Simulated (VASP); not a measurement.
Input of a VASP 6.6.1 run:

INCAR

```
ALGO     = Normal         # electronic algorithm
EDIFF    = 1E-7           # SCF threshold, eV
ENCUT    = 520            # plane-wave cutoff, eV
GGA      = PS             # functional
ISIF     = 2              # what is computed and relaxed
ISMEAR   = 0              # smearing method
LASPH    = T              # aspherical terms in the spheres
LCHARG   = T              # write CHGCAR
LELF     = T              # ELF
LREAL    = F              # projectors in reciprocal space
LVHAR    = T            
LWAVE    = F              # write WAVECAR
NBANDS   = 18             # bands
NELM     = 60             # most SCF steps
PREC     = Accurate       # precision mode
SIGMA    = 0.15           # smearing width, eV
```

File KPOINTS:

```
k-points
0
Gamma
  18 18 10
```

The input POSCAR:

```
Ag
1.0
    2.9299980804      0.0000000000      0.0000000000
   -1.4649990402      2.5374527707      0.0000000000
    0.0000000000      0.0000000000      4.4068000000
Ag
2
Direct
    0.3333333333      0.6666666667      0.2500000000
    0.6666666667      0.3333333333      0.7500000000
```

Potentials or basis: VASP PAW PBE potentials, release 64 (Ag).

Launch:

```bash
$ cat potpaw_PBE.64/Ag/POTCAR > POTCAR
$ mpirun -np 1 vasp_std > vasp.out
```

Question: What does it give for the band gap on the k mesh?

Answer: Zero (bands 11 and 12 overlap by 7.18 eV).

Question: Estimate the pressure.

Answer: 3.1 GPa.

Stress tensor (GPa, compression positive):
```
-0.25  0.00  0.00
 0.00 -0.25  0.00
 0.00  0.00  9.85
```

Caveat: the cell differs from its parent crystal (strain +0.000 along x and y, -0.080 along z); the cell stands under pressure; the PAW data sets were made with another functional, which shifts forces and pressure a little.
